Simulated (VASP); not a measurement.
# WSe2 in VASP: single point with PBE+D3(BJ)

Aim: the single point of WSe2 with PBE+D3(BJ).

All numbers are computed with VASP 6.6.1; they aren't measurements. Logs are shortened: lines on timing, memory, paths and dates and some standing lists are left out, and cuts for length are marked.

**1. The cell of the first run**

The cell holds a slab with vacuum, 6 atoms: a = 3.282 Å, b = 3.282 Å, c = 45.526 Å, α = 90.00°, β = 90.00°, γ = 120.00°.

**2. Single point, PBE+D3(BJ), non-collinear spin, zero start, spin-orbit coupling**

The input, INCAR:

```
SYSTEM = WSe2
PREC     = Accurate       ! precision mode
ENCUT    = 520            ! plane-wave cutoff, eV
EDIFF    = 1E-6           ! SCF threshold, eV
ISMEAR   = 0              ! smearing method
SIGMA    = 0.02           ! smearing width, eV
LREAL    = .False.        ! projectors in reciprocal space
LASPH    = .True.         ! aspherical terms in the spheres
NELM     = 150            ! most SCF steps
ALGO     = Normal         ! electronic algorithm
ISIF     = 2              ! what is computed and relaxed
LWAVE    = .False.        ! write WAVECAR
LCHARG   = .True.         ! write CHGCAR
LNONCOLLINEAR= .True.         ! non-collinear magnetism
MAGMOM   = 0 0 0 0 0 0 0 0 0 0 0 0 0 0 0 0 0 0 ! initial moments
LORBIT   = 11             ! projections on sites
LSORBIT  = .True.         ! spin-orbit coupling
GGA_COMPAT= .False.      
LORBMOM  = .True.       
LMAXMIX  = 4              ! l up to which the mixer works
LDIPOL   = .True.       
IDIPOL   = 3            
DIPOL    = 0.5 0.5 0.500
GGA      = PE             ! functional
IVDW     = 12             ! dispersion correction
LVHAR    = .True.       
LVACPOTAV= .True.       
NBANDS   = 68             ! bands
KPAR     = 4
```

The input, KPOINTS:

```
Automatic mesh
0
Gamma
  9 9 1
  0 0 0
```

The input, POSCAR:

```
WSe2
1.0
    3.2822755148      0.0000000000      0.0000000000
   -1.6411377574      2.8425339780      0.0000000000
    0.0000000000      0.0000000000     45.5260809568
Se W
4 2
Direct
    0.3333333333      0.6666666667      0.3926514764
    0.3333333333      0.6666666667      0.4666611248
    0.6666666667      0.3333333333      0.5333388752
    0.6666666667      0.3333333333      0.6073485236
    0.6666666667      0.3333333333      0.4296639330
    0.3333333333      0.6666666667      0.5703360670
```

Potentials or basis: VASP PAW PBE potentials, release 64 (Se, W_sv).

Started as:

```sh
$ cat potpaw_PBE.64/Se/POTCAR potpaw_PBE.64/W_sv/POTCAR > POTCAR
$ mpirun -np 4 vasp_ncl > vasp.out
```

OUTCAR:

```text
SYSTEM = WSe2
   PREC = Accurate
   ENCUT = 520
   EDIFF = 1E-6
   ISMEAR = 0
   LREAL = .False.
   LASPH = .True.
   NELM = 150
   ISIF = 2
   LNONCOLLINEAR = .True.
   LORBIT = 11
   LSORBIT = .True.
   GGA = PE
   IVDW = 12
 IVDW          = 12

 ion  position               nearest neighbor table
   1  0.333  0.667  0.393-   5 2.54   5 2.54   5 2.54
   2  0.333  0.667  0.467-   5 2.54   5 2.54   5 2.54
   3  0.667  0.333  0.533-   6 2.54   6 2.54   6 2.54
   4  0.667  0.333  0.607-   6 2.54   6 2.54   6 2.54
   5  0.667  0.333  0.430-   2 2.54   2 2.54   2 2.54   1 2.54   1 2.54   1 2.54
   6  0.333  0.667  0.570-   3 2.54   3 2.54   3 2.54   4 2.54   4 2.54   4 2.54

  LATTYP: Found a hexagonal cell.
 ALAT       =     3.2822755148
 C/A-ratio  =    13.8702801613

  Lattice vectors:

 A1 = (   3.2822755148,   0.0000000000,   0.0000000000)
 A2 = (  -1.6411377574,   2.8425339780,   0.0000000000)
 A3 = (   0.0000000000,   0.0000000000,  45.5260809568)

Analysis of symmetry for initial positions (statically):
=====================================================================
 Subroutine PRICEL returns:
 Original cell was already a primitive cell.

 Routine SETGRP: Setting up the symmetry group for a
 hexagonal supercell.

 Subroutine GETGRP returns: Found 12 space group operations
 (whereof 12 operations were pure point group operations)
 out of a pool of 24 trial point group operations.

The static configuration has the point symmetry D_3d.

Analysis of symmetry for dynamics (positions and initial velocities):
=====================================================================
 Subroutine PRICEL returns:
 Original cell was already a primitive cell.

 Routine SETGRP: Setting up the symmetry group for a
 hexagonal supercell.

 Subroutine GETGRP returns: Found 12 space group operations
 (whereof 12 operations were pure point group operations)
 out of a pool of 24 trial point group operations.

The dynamic configuration has the point symmetry D_3d.

Analysis of structural, dynamic, and magnetic symmetry:
=====================================================================
 Subroutine PRICEL returns:
 Original cell was already a primitive cell.

 Routine SETGRP: Setting up the symmetry group for a
 hexagonal supercell.

 Subroutine GETGRP returns: Found 12 space group operations
 (whereof 12 operations were pure point group operations)
 out of a pool of 24 trial point group operations.

The overall configuration has the point symmetry D_3d.

 Subroutine INISYM returns: Found 12 space group operations
 (whereof 12 operations are pure point group operations),
[... 1005 lines left out ...]
 ----------------------------------------
  1        -0.000   0.000  -0.000
  2         0.000  -0.000   0.000
  3         0.000  -0.000  -0.000
  4        -0.000   0.000  -0.000
  5         0.000  -0.000  -0.000
  6         0.000   0.000   0.000
 ----------------------------------------
           -0.000  -0.000  -0.000

 orbital moment (y)

 # of ion     p       d       tot
 ----------------------------------------
  1        -0.000  -0.000  -0.000
  2         0.000  -0.000   0.000
  3        -0.000  -0.000  -0.000
  4        -0.000  -0.000  -0.000
  5         0.000   0.000   0.000
  6         0.000   0.000   0.000
 ----------------------------------------
           -0.000   0.000  -0.000

 orbital moment (z)

 # of ion     p       d       tot
 ----------------------------------------
  1         0.000   0.000   0.000
  2         0.000   0.000   0.000
  3         0.000   0.000   0.000
  4         0.000   0.000   0.000
  5         0.000   0.000   0.000
  6         0.000   0.000   0.000
 ----------------------------------------
            0.000   0.000   0.000

 Spin-Orbit-Coupling matrix elements

 Ion:    1  E_soc:     -0.0430164
 l=   1
     0.0000000    -0.0069682    -0.0076215
    -0.0069682     0.0000000    -0.0069682
    -0.0076215    -0.0069682     0.0000000
 l=   2
     0.0000000     0.0000062     0.0000000     0.0000062     0.0000029
     0.0000062     0.0000000     0.0000045     0.0000133     0.0000062
     0.0000000     0.0000045     0.0000000     0.0000045     0.0000000
     0.0000062     0.0000133     0.0000045     0.0000000     0.0000062
     0.0000029     0.0000062     0.0000000     0.0000062     0.0000000
 l=   3
     0.0000000     0.0000000     0.0000000     0.0000000     0.0000000     0.0000000     0.0000000
     0.0000000     0.0000000     0.0000000     0.0000000     0.0000000     0.0000000     0.0000000
     0.0000000     0.0000000     0.0000000     0.0000000     0.0000000     0.0000000     0.0000000
     0.0000000     0.0000000     0.0000000     0.0000000     0.0000000     0.0000000     0.0000000
[... 89 lines left out ...]
 l=   2
     0.0000000    -0.0057114     0.0000000    -0.0057114    -0.0262202
    -0.0057114     0.0000000    -0.0180379    -0.0050288    -0.0057114
     0.0000000    -0.0180379     0.0000000    -0.0180379     0.0000000
    -0.0057114    -0.0050288    -0.0180379     0.0000000    -0.0057114
    -0.0262202    -0.0057114     0.0000000    -0.0057114     0.0000000
 l=   3
     0.0000000     0.0000000     0.0000000     0.0000000     0.0000000     0.0000000     0.0000000
     0.0000000     0.0000000     0.0000000     0.0000000     0.0000000     0.0000000     0.0000000
     0.0000000     0.0000000     0.0000000     0.0000000     0.0000000     0.0000000     0.0000000
     0.0000000     0.0000000     0.0000000     0.0000000     0.0000000     0.0000000     0.0000000
     0.0000000     0.0000000     0.0000000     0.0000000     0.0000000     0.0000000     0.0000000
     0.0000000     0.0000000     0.0000000     0.0000000     0.0000000     0.0000000     0.0000000
     0.0000000     0.0000000     0.0000000     0.0000000     0.0000000     0.0000000     0.0000000

 total charge

# of ion       s       p       d       tot
------------------------------------------
    1        1.475   2.354   0.069   3.897
    2        1.477   2.352   0.071   3.900
    3        1.477   2.352   0.071   3.900
    4        1.475   2.354   0.069   3.897
    5        2.309   6.283   3.386  11.979
    6        2.309   6.283   3.386  11.979
--------------------------------------------------
tot         10.523  21.977   7.053  39.552

 magnetization (x)

# of ion       s       p       d       tot
------------------------------------------
    1       -0.000   0.000   0.000  -0.000
    2        0.000   0.000   0.000   0.000
    3        0.000  -0.000   0.000  -0.000
    4       -0.000   0.000   0.000  -0.000
    5        0.000   0.000   0.000   0.000
    6        0.000   0.000   0.000   0.000
--------------------------------------------------
tot         -0.000   0.000   0.000  -0.000

 magnetization (y)

# of ion       s       p       d       tot
------------------------------------------
    1        0.000   0.000   0.000   0.000
    2       -0.000   0.000   0.000   0.000
    3        0.000   0.000   0.000   0.000
    4        0.000   0.000   0.000   0.000
    5        0.000   0.000  -0.000  -0.000
    6        0.000   0.000  -0.000  -0.000
--------------------------------------------------
tot          0.000   0.000  -0.000   0.000

 magnetization (z)

# of ion       s       p       d       tot
------------------------------------------
    1        0.000   0.000   0.000   0.000
    2        0.000   0.000   0.000   0.000
    3        0.000   0.000   0.000   0.000
    4        0.000   0.000   0.000   0.000
    5        0.000   0.000   0.000   0.000
    6        0.000   0.000   0.000   0.000
--------------------------------------------------
tot          0.000   0.000   0.000   0.000
```

OSZICAR:

```text
N       E                     dE             d eps       ncg     rms          rms(c)
DAV:   1     0.473570790222E+03    0.47357E+03   -0.25058E+04  2016   0.121E+03
DAV:   2     0.116468476590E+01   -0.47241E+03   -0.46001E+03  2208   0.288E+02
DAV:   3    -0.452574906227E+02   -0.46422E+02   -0.46028E+02  1984   0.878E+01
[... 18 lines left out ...]
DAV:  22    -0.447895917271E+02   -0.78288E-05   -0.14922E-07  1172   0.776E-04    0.270E-04
DAV:  23    -0.447895969228E+02   -0.51957E-05   -0.17108E-07  1236   0.628E-04    0.159E-04
DAV:  24    -0.447895989102E+02   -0.19874E-05   -0.31391E-08  1116   0.406E-04    0.137E-04
DAV:  25    -0.447896000499E+02   -0.11396E-05   -0.17878E-08  1028   0.252E-04    0.111E-04
DAV:  26    -0.447896006755E+02   -0.62562E-06   -0.10097E-08  1032   0.211E-04
   1 F= -.47209118E+02 E0= -.47209118E+02  d E =-.146133E-13  mag=     0.0000     0.0000    -0.0000
```

stdout:

```text
POSCAR found type information on POSCAR SeW
 POSCAR found :  2 types and       6 ions
 scaLAPACK will be used
 LDA part: xc-table for (Slater+PW92), standard interpolation
 POSCAR, INCAR and KPOINTS ok, starting setup
 FFT: planning ... GRIDC
 FFT: planning ... GRID_SOFT
 FFT: planning ... GRID
 WAVECAR not read
 entering main loop
```

It took 12 min on 4 MPI ranks of Oxide Virtual Turin-like, shared host; peak memory 1.7 GiB.

Results:

```
Free energy                                           : -47.2091 eV
Largest force                                         : 0.083 eV/Å
Net moment                                            : 0.00 μB per cell
Valence electrons inside the program's atomic spheres : Se 3.90; W 11.98
Dispersion energy per atom                            : -0.403 eV
Work function of the upper face                       : 4.74 eV
Work function of the lower face                       : 4.74 eV
```

Forces on the atoms (eV/Å):
```
Se   0.000  0.000 -0.078
Se   0.000  0.000  0.083
Se   0.000  0.000 -0.083
Se   0.000  0.000  0.078
W    0.000  0.000 -0.001
W    0.000  0.000  0.001
```

Moments on the atoms (μB; x, y, z):
```
Se  0.00 0.00 0.00
Se  0.00 0.00 0.00
Se  0.00 0.00 0.00
Se  0.00 0.00 0.00
W   0.00 0.00 0.00
W   0.00 0.00 0.00
```
